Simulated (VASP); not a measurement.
The system is GaN.

```
CELL_PARAMETERS angstrom
3.18315 0.00000 0.00000
-1.59157 2.75669 0.00000
0.00000 0.00000 5.18363
ATOMIC_POSITIONS crystal
Ga 0.33333 0.66667 0.99911
Ga 0.66667 0.33333 0.49911
N 0.33333 0.66667 0.37589
N 0.66667 0.33333 0.87589
```

Base run:

```yaml
Program: VASP 6.6.1
Functional: r2SCAN
Potentials_or_basis: VASP PAW PBE potentials, release 64 (Ga_d, N)
Cutoff: 520 eV
k_mesh: 12 × 12 × 6
Occupations: gaussian, width 0.01 eV
Spin: no spin polarisation
```

Its results: band gap on the k mesh 2.34 eV, direct; pressure 1.1 GPa; largest force 0.005 eV/Å.

Problem. The run is repeated on the same cell with these changes: functional from r2SCAN to PBE; further incar settings from ALGO = Normal; EDIFF = 1e-06; NBANDS = 26 to ALGO = Normal; EDIFF = 1e-07; NBANDS = 26. What comes out?

Solution. Band gap on the k mesh 1.94 eV, direct; pressure 6.2 GPa; largest force 0.005 eV/Å.

Caveats: the PAW data sets were made with another functional, which shifts forces and pressure a little (some runs).

